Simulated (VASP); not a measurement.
Here is a VASP 6.6.1 calculation.

File INCAR:

```
ALGO = Normal
EDIFF = 1E-6
ENCUT = 520
GGA = PE
ISIF = 2
ISMEAR = 0
LASPH = True
LCHARG = False
LREAL = False
LWAVE = False
NBANDS = 14
NELM = 80
PREC = Accurate
SIGMA = 0.15
```

KPOINTS

```
k-points
0
Gamma
  18 18 18
```

Contents of POSCAR:

```
HfN
1.0
    0.0000000000      2.2251150000      2.2928850000
    2.2251150000      0.0000000000      2.2928850000
    2.2251150000      2.2251150000      0.0000000000
Hf N
1 1
Direct
    0.0000000000      0.0000000000      0.0000000000
    0.5000000000      0.5000000000      0.5000000000
```

Potentials or basis: VASP PAW PBE potentials, release 64 (Hf_pv, N).

Launch:

```console
$ cat potpaw_PBE.64/Hf_pv/POTCAR potpaw_PBE.64/N/POTCAR > POTCAR
$ mpirun -np 1 vasp_std > vasp.out
```

Problem. Predict the pressure.

Solution. 8.1 GPa.

Stress tensor (GPa, compression positive):
```
13.22  0.00  0.00
 0.00 13.22  0.00
 0.00  0.00 -2.08
```

Caveat: the cell differs from its parent crystal (strain -0.015 along x and y, +0.015 along z).
